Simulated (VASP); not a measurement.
## Pt: single point with PBEsol

Crystal: Pt.

```
Pt
1.0
    -1.79451    1.50193    1.73599
     1.32638   -1.61896    1.38489
     1.79451    1.61896   -1.85303
Pt
1
Direct
  0.00000 0.00000 0.00000
```

This cell differs from its parent crystal: engineering shear strain xz -0.3000, engineering shear strain yz -0.0750.

```
Program             : VASP 6.6.1
Task                : single point
Functional          : PBEsol
Potentials or basis : VASP PAW PBE potentials, release 64 (Pt)
Cutoff              : 520 eV
k mesh              : 20 × 20 × 20
Occupations         : gaussian, width 0.15 eV
Spin                : no spin polarisation
```

The pressure is 37.0 GPa and the band gap on the k mesh is zero (bands 5 and 6 overlap by 5.02 eV).

Stress tensor (GPa, compression positive):
```
27.42 17.94 45.54
17.94 57.40 13.72
45.54 13.72 26.16
```

Levels at points of the mesh, in eV from the Fermi level:
```
           k point  band 2  band 3  band 4  band 5  band 6  band 7  band 8  band 9
(0.00, 0.00, 0.00)   -6.63   -4.97   -1.88   -0.63    0.27   13.52   17.40   19.54
(0.50, 0.00, 0.00)   -5.85   -2.00   -0.66    0.68    0.75    8.96   10.87   18.83
(0.00, 0.50, 0.00)   -5.08   -2.61   -1.59    2.90    2.96   11.37   11.38   14.58
(0.50, 0.50, 0.00)   -6.24   -1.01   -0.29   -0.02    0.63    7.09   10.27   20.21
(0.00, 0.00, 0.50)   -5.79   -1.85   -0.88    0.18    0.29    8.55   12.02   18.77
(0.50, 0.00, 0.50)   -7.05   -1.77    0.11    0.39    0.54    3.32   15.36   19.09
(0.00, 0.50, 0.50)   -6.17   -0.92   -0.52   -0.42    0.36    6.67   11.44   20.07
(0.50, 0.50, 0.50)   -6.54   -1.71    0.14    2.92    7.69    8.30    9.08   15.55
```

It took 4.2 min on 1 thread of Intel(R) Xeon(R) 6975P-C (Granite Rapids) (shared host), peak memory 0.72 GiB.

Caveat: the cell differs from its parent crystal (engineering shear strain xz -0.3000, engineering shear strain yz -0.0750); the cell stands under pressure; the PAW data sets were made with another functional, which shifts forces and pressure a little; spin-orbit coupling is left out, which moves the levels of the heavy elements.
